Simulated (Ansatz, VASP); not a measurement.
# Two plane-wave programs on Al3BSb2

INCAR

```
ALGO = Normal
EDIFF = 1E-6
EDIFFG = -0.08
ENCUT = 600
GGA = PE
IBRION = 2
ISIF = 3
ISMEAR = 0
LASPH = T
LCHARG = F
LREAL = F
LWAVE = F
NELM = 80
NSW = 36
PREC = Accurate
SIGMA = 0.2
```

The input KPOINTS:

```
k-points
0
Gamma
  5 5 5
```

The input POSCAR:

```
Al3BSb2
1.0
   -1.8600000000      5.5800000000      2.6300000000
    1.8600000000     -5.5800000000      2.6300000000
    1.8600000000      5.5800000000     -2.6300000000
Al B Sb
3 1 2
Direct
    0.4167000000      0.2500000000      0.1667000000
    0.0833000000      0.2500000000      0.8333000000
    0.7500000000      0.2500000000      0.5000000000
    0.0000000000      0.0000000000      0.0000000000
    0.3333000000      0.0000000000      0.3333000000
    0.6667000000      0.0000000000      0.6667000000
```

Input for Ansatz:

```yaml
crystal:
  lattice:
    - [-1.86, 5.58, 2.63]
    - [1.86, -5.58, 2.63]
    - [1.86, 5.58, -2.63]
  atoms:
    - { symbol: Al, position: [0.4167, 0.25, 0.1667] }
    - { symbol: Al, position: [0.0833, 0.25, 0.8333] }
    - { symbol: Al, position: [0.75, 0.25, 0.5] }
    - { symbol: B, position: [0.0, 0.0, 0.0] }
    - { symbol: Sb, position: [0.3333, 0.0, 0.3333] }
    - { symbol: Sb, position: [0.6667, 0.0, 0.6667] }
basis:
  ecutwfc: 420
kpoints:
  mp_grid: { grid: [5, 5, 5] }
hamiltonian:
  xc: pbe
scf:
  occupations: { method: gaussian, width: 0.2 }
  lower_state_search: "off"
output:
  forces: true
  stress: true
  eigenvalues: true
relax:
  adjacent_minimum: "off"
  f_tol: 0.08
  max_steps: 16
  cell: { stress_tol: 0.8 }
```

Alike in both runs: task relaxation of cell and atoms; functional PBE; k mesh 5 × 5 × 5; occupations gaussian, width 0.2 eV; no spin polarisation.

|  | VASP | Ansatz |
| --- | --- | --- |
| version | VASP 6.6.1 | Ansatz 0.2.0 |
| potentials or method | VASP PAW PBE potentials, release 64 (Al, B, Sb), cutoff 600 eV | scalar-relativistic, plane waves, PAW |
| valence electrons in the cell | 22 | 42 |

|  | VASP | Ansatz | Ansatz less VASP |
| --- | --- | --- | --- |
| gap on the k mesh at the Fermi level, each at its own relaxed structure (eV) | none | none | - |
| relaxed volume (Å³/atom) | 23.56 | 23.44 | -0.124 |
| relaxed length of the cell vector where the two differ most in proportion (Å) | 7.167 | 7.160 | -0.0067 |

A gap of «none» marks a metal or a gap that the smearing closes. VASP's potentials hold 22 valence electrons a cell and Ansatz's 42, so a difference there can come from the potentials and not from the codes.

The k mesh is coarse, so the values compare programs but aren't converged. Neither program's run includes spin-orbit coupling. Noted on VASP's run: the volume moved by over 15 % at a fixed basis, so the end points are rough.
